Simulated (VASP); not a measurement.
## K: single point with RPBE

The system is K.

```
K
1.0
     7.69134    0.00000    0.00000
    -3.84567    6.66089    0.00000
     0.00000    0.00000    4.56914
K
3
Direct
  0.00000 0.00000 0.00000
  0.33333 0.66667 0.50000
  0.66667 0.33333 0.50000
```

This isn't the form of K at room conditions, which is bcc.

```
Program                : VASP 6.6.1
Task                   : single point
Functional             : RPBE
Potentials or basis    : VASP PAW PBE potentials, release 64 (K_sv)
Cutoff                 : 520 eV
k mesh                 : 6 × 6 × 8
Occupations            : fermi-dirac, width 0.1 eV
Spin                   : no spin polarisation
Dipole correction      : no
Further INCAR settings : ALGO = Normal; EDIFF = 1e-06; NBANDS = 20
```

```json
{
  "Pressure": "0.1 GPa",
  "Band gap on the k mesh": "zero (an odd number of electrons rules out a gap without spin polarisation)"
}
```

Levels at points of the mesh, in eV from the Fermi level:
| k point | band 10 | band 11 | band 12 | band 13 | band 14 | band 15 | band 16 | band 17 |
| --- | --- | --- | --- | --- | --- | --- | --- | --- |
| (0.00, 0.00, 0.00) | -15.66 | -15.66 | -15.65 | -2.07 | 1.10 | 1.10 | 1.10 | 1.10 |
| (0.50, 0.00, 0.00) | -15.67 | -15.66 | -15.65 | -1.14 | -1.14 | 0.43 | 0.58 | 2.66 |
| (0.00, 0.00, 0.50) | -15.70 | -15.66 | -15.66 | -0.22 | -0.13 | 1.79 | 1.79 | 1.89 |
| (0.50, 0.00, 0.50) | -15.70 | -15.66 | -15.66 | 0.51 | 0.56 | 0.63 | 0.67 | 1.53 |

Wall time 2.1 min on 1 thread of Oxide Virtual Turin-like Processor, on a shared host, peak memory 0.37 GiB.

Caveat: the PAW data sets were made with another functional, which shifts forces and pressure a little.
